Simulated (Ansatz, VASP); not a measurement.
## KCl in VASP and in Ansatz

```
CELL_PARAMETERS angstrom
4.49068 0.00000 0.00000
-2.24534 3.75862 0.00000
0.00000 0.00000 7.63597
ATOMIC_POSITIONS crystal
K 0.00000 0.00000 0.00000
K 0.00000 0.00000 0.50000
Cl 0.33733 0.67467 0.25000
Cl 0.66267 0.32533 0.75000
```

Change from the starting cell: uniaxial_x strain +3.5%.

Alike in both runs: task single point; functional PBE; k mesh 12 × 12 × 4; occupations fermi-dirac, width 0.02 eV; no spin polarisation.

```csv
,VASP,Ansatz
version,VASP 6.6.1,Ansatz 0.2.0
potentials or method,"VASP PAW PBE potentials, release 64 (K_sv, Cl)","plane waves, PAW"
plane-wave cutoff (eV),520,420
valence electrons in the cell,32,32
```

|  | VASP | Ansatz | Ansatz less VASP |
| --- | --- | --- | --- |
| gap on the k mesh at the Fermi level (eV) | 5.01 | 5.01 | +0.002 |
| pressure (GPa) | 0.2 | 0.2 | -0.01 |
| traceless stress, the component that is largest in VASP (GPa) | -0.34 | -0.34 | +0.003 |

The functional is the same, so the differences come from potentials, cutoffs and numerics.
